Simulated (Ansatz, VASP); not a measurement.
# Mg2Zn3O: VASP beside Ansatz

```
Mg Zn O
1.0
     2.43486    1.40577    5.04569
    -2.43486    1.40577    5.04569
     0.00000   -2.81154    5.04569
Mg Zn O
2 3 1
Cartesian
  0.0000 0.0000 5.7149
  0.0000 0.0000 9.4221
  0.0000 0.0000 12.4563
  0.0000 0.0000 2.6807
  0.0000 0.0000 0.0000
  0.0000 0.0000 7.5685
```

Alike in both runs: functional PBE; k mesh 4 × 4 × 4; occupations gaussian, width 0.2 eV; no spin polarisation.

Ansatz relaxed the structure, and its values are those at the end. VASP's run is a single point on that final structure, the one shown.

|  | VASP | Ansatz |
| --- | --- | --- |
| version | VASP 6.6.1 | Ansatz 0.2.0 |
| potentials or method | VASP PAW PBE potentials, release 64 (Mg, Zn, O), cutoff 600 eV | scalar-relativistic, plane waves, PAW |
| valence electrons in the cell | 46 | 62 |

|  | VASP | Ansatz | Ansatz less VASP |
| --- | --- | --- | --- |
| gap on the k mesh at the Fermi level (eV) | none | none | - |
| pressure (GPa) | -0.1 | 0.0 | +0.08 |
| rms of the force components (eV/Å) | 0.006 | 0.006 | +0.0005 |

A gap of «none» marks a metal or a gap that the smearing closes. VASP's potentials hold 46 valence electrons a cell and Ansatz's 62, so a difference there can come from the potentials and not from the codes.

The k mesh is coarse, so the values compare programs but aren't converged.
